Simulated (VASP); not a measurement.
Crystal: ZnCd2Te3.

```
CELL_PARAMETERS angstrom
3.25959 -5.45124 0.00000
3.25959 5.45124 0.00000
0.00000 0.00000 5.09679
ATOMIC_POSITIONS crystal
Zn 0.50000 0.50000 0.00000
Cd 0.00000 0.50000 0.50000
Cd 0.50000 0.00000 0.50000
Te 0.16107 0.83893 0.00000
Te 0.83893 0.16107 0.00000
Te 0.00000 0.00000 0.50000
```

* Program: VASP 6.6.1
* Task: relaxation of cell and atoms
* Functional: PBEsol
* Potentials or basis: VASP PAW PBE potentials, release 64 (Zn, Cd, Te)
* Cutoff: 600 eV
* k mesh: 4 × 4 × 4
* Occupations: fermi-dirac, width 0.03 eV
* Spin: no spin polarisation

At the start: pressure -1.0 GPa; volume 30.19 Å³/atom.

Task: How do energy, volume and symmetry change on relaxing?

Result: Over 50 steps the energy falls by 136.4 meV/atom and the volume is 30.62 Å³/atom (+1.4 %); space group Cmmm (No. 65, to 0.1 Å) before and after.

The path:
| step | energy change (eV) | largest force (eV/Å) | pressure (GPa) | volume (Å³) |
| --- | --- | --- | --- | --- |
| 1 | 0.0000 | 0.3564 | -1.02 | 181.13 |
| 3 | -0.2268 | 0.0713 | 1.43 | 172.89 |
| 5 | -0.2408 | 0.0134 | 2.18 | 170.97 |
| 7 | -0.3867 | 0.3358 | 1.73 | 178.82 |
| 9 | -0.3454 | 0.7076 | 1.17 | 200.03 |
| 11 | -0.4593 | 0.3246 | -0.63 | 202.67 |
| 13 | -0.4798 | 0.1657 | -0.09 | 200.33 |
| 15 | -0.4852 | 0.0724 | -0.04 | 200.46 |
| 17 | -0.4985 | 0.0185 | -0.84 | 204.19 |
| 19 | -0.5003 | 0.0294 | -0.84 | 204.14 |
| 21 | -0.5073 | 0.0833 | -0.88 | 203.87 |
| 23 | -0.5207 | 0.1687 | -0.80 | 202.42 |
| 25 | -0.5517 | 0.2183 | 0.53 | 193.21 |
| 27 | -0.6015 | 0.0187 | 0.57 | 189.64 |
| 29 | -0.4732 | 0.9288 | 3.45 | 169.72 |
| 31 | -0.6839 | 0.6953 | 1.20 | 179.23 |
| 33 | -0.7035 | 0.6418 | 0.58 | 179.81 |
| 35 | -0.7272 | 0.6178 | 0.49 | 180.71 |
| 37 | -0.7788 | 0.1715 | -1.12 | 189.83 |
| 39 | -0.7994 | 0.1425 | -0.31 | 185.89 |
| 41 | -0.8022 | 0.0589 | -0.03 | 184.69 |
| 43 | -0.8148 | 0.0504 | 0.09 | 183.33 |
| 45 | -0.8168 | 0.0414 | 0.21 | 182.51 |
| 47 | -0.8177 | 0.0424 | -0.01 | 183.56 |
| 49 | -0.8180 | 0.0227 | -0.02 | 183.67 |
| 50 | -0.8181 | 0.0016 | -0.01 | 183.73 |

Final structure:
```
Zn Cd Te
1.0
     2.75280   -7.83848    0.00000
     2.75280    7.83848    0.00000
     0.00000    0.00000    4.25749
Zn Cd Te
1 2 3
Direct
  0.50000 0.50000 0.00000
  0.00000 0.50000 0.50000
  0.50000 0.00000 0.50000
  0.13801 0.86199 0.00000
  0.86199 0.13801 0.00000
  0.00000 0.00000 0.50000
```

Caveat: a cell axis changed by over 15 % at a fixed basis, so the end point is rough; the PAW data sets were made with another functional, which shifts forces and pressure a little.
